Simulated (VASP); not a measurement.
A run of VASP 6.6.1 is set up as follows.

The input INCAR:

```
SYSTEM = Sb
  ALGO = Normal
  EDIFF = 1E-7
  ENCUT = 520
  GGA = PE
  ISIF = 2
  ISMEAR = 0
  LASPH = .True.
  LCHARG = .False.
  LREAL = .False.
  LWAVE = .False.
  NBANDS = 12
  NELM = 80
  PREC = Accurate
  SIGMA = 0.03
```

File KPOINTS:

```
k-points
0
Gamma
  8 8 8
  0 0 0
```

File POSCAR:

```
Sb
1.0
    2.1542000000      1.2437279499      3.7580000000
   -2.1542000000      1.2437279499      3.7580000000
    0.0000000000     -2.4874558998      3.7580000000
Sb
2
Direct
    0.7665100000      0.7665100000      0.7665100000
    0.2334900000      0.2334900000      0.2334900000
```

Potentials or basis: VASP PAW PBE potentials, release 64 (Sb).

Command:

```sh
$ cat potpaw_PBE.64/Sb/POTCAR > POTCAR
$ mpirun -np 1 vasp_std > vasp.out
```

**Question.** What does it give for the band gap on the k mesh?

**Answer.** Zero (bands 5 and 6 overlap by 0.30 eV).

**Question.** What does it give for the pressure?

**Answer.** 2.8 GPa.

Stress tensor (GPa, compression positive):
```
3.02 0.00 0.00
0.00 3.02 0.00
0.00 0.00 2.28
```

Caveat: spin-orbit coupling is left out, which moves the levels of the heavy elements.
